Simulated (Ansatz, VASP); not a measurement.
## Two plane-wave programs on Pt

INCAR

```
SYSTEM = Pt
PREC = Accurate
ENCUT = 430
EDIFF = 1E-8
ISMEAR = -1
SIGMA = 0.08
LREAL = .FALSE.
LASPH = .TRUE.
NELM = 120
ALGO = Normal
ISIF = 2
LWAVE = .FALSE.
LCHARG = .FALSE.
GGA = PE
LEFG = .TRUE.
NBANDS = 15
GGA_COMPAT = .FALSE.
```

KPOINTS

```
Automatic mesh
0
G
  12 12 12
  0 0 0
```

The input POSCAR:

```
Pt
1.0
    2.6249474257      0.0393742114      0.0393742114
    0.0393742114      2.6249474257      0.0393742114
    0.0393742114      0.0393742114      2.6249474257
Pt
1
Direct
    0.0000000000      0.0000000000      0.0000000000
```

Input for Ansatz:

```yaml
crystal:
  lattice:
    - [2.6249474257, 0.0393742114, 0.0393742114]
    - [0.0393742114, 2.6249474257, 0.0393742114]
    - [0.0393742114, 0.0393742114, 2.6249474257]
  atoms:
    - { symbol: Pt, position: [0.0, 0.0, 0.0] }
kpoints:
  mp_grid: { grid: [12, 12, 12] }
scf:
  occupations: { method: fermi_dirac, width: 0.08 }
hamiltonian:
  xc: pbe
  pseudopotentials: { kind: paw }
output:
  forces: true
  stress: true
  eigenvalues: true
  efg: { contact_densities: true }
```

Change from the starting cell: equal xy, yz and zx shear strains of +3 %, PAW files.

Alike in both runs: task electric field gradients; functional PBE; k mesh 12 × 12 × 12; occupations fermi-dirac, width 0.08 eV; no spin polarisation.

|  | VASP | Ansatz |
| --- | --- | --- |
| version | VASP 6.6.1 | Ansatz 0.2.0 |
| potentials or method | VASP PAW PBE potentials, release 64 (Pt_sv_GW) | PAW with Ansatz's default frozen-core files, scalar-relativistic |
| plane-wave cutoff (eV) | 430 | 420 |
| valence electrons in the cell | 18 | 18 |

|  | VASP | Ansatz | Ansatz less VASP |
| --- | --- | --- | --- |
| size of Vzz on the site where it differs most (V/Å²) | 25.2 | 16.1 | -9.11 |

Spin-orbit coupling is off throughout.
